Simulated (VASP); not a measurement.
Li3F: single point with PBE

The system is Li3F.

```
Li F
1.0
     5.17122    0.00000    0.00000
    -2.58561    4.47841    0.00000
     0.00000    0.00000    2.64816
Li F
3 1
Direct
  0.70441 0.00000 0.50000
  0.29559 0.29559 0.50000
  0.00000 0.70441 0.50000
  0.00000 0.00000 0.00000
```

```yaml
Program: VASP 6.6.1
Task: single point
Functional: PBE
Potentials_or_basis: VASP PAW PBE potentials, release 64 (Li_sv, F)
Cutoff: 520 eV
k_mesh: 12 × 12 × 18
Occupations: gaussian, width 0.1 eV
Spin: no spin polarisation
Dipole_correction: no
Further_INCAR_settings: ALGO = Normal; EDIFF = 1e-07; NBANDS = 16
```

```json
{
  "Largest force": "0.005 eV/Å",
  "Band gap on the k mesh": "zero (band 8 reaches 4.79 eV, above the bottom of band 9 at 0.50 eV)"
}
```

Forces in eV/Å, atoms in the order of the input:
```
Li  -0.005  0.000  0.000
Li   0.002  0.004  0.000
Li   0.002 -0.004  0.000
F    0.000  0.000  0.000
```

Levels at points of the mesh, in eV from the Fermi level:
| k point | band 4 | band 5 | band 6 | band 7 | band 8 | band 9 | band 10 | band 11 | band 12 | band 13 |
| --- | --- | --- | --- | --- | --- | --- | --- | --- | --- | --- |
| (0.00, 0.00, 0.00) | -26.01 | -7.69 | -7.69 | -6.45 | -2.87 | 1.94 | 2.05 | 2.05 | 5.89 | 6.55 |
| (0.50, 0.00, 0.00) | -26.01 | -7.77 | -7.70 | -6.45 | -1.68 | -1.12 | 1.79 | 4.30 | 6.73 | 7.66 |
| (0.00, 0.00, 0.50) | -25.67 | -8.77 | -7.34 | -7.34 | 0.61 | 2.65 | 5.25 | 5.25 | 5.82 | 5.82 |
| (0.50, 0.00, 0.50) | -25.67 | -8.78 | -7.40 | -7.35 | 2.49 | 2.71 | 2.76 | 3.41 | 5.36 | 6.28 |

It took 2.2 min on 1 thread of Intel Xeon 6975P-C (shared host), peak memory 0.27 GiB.
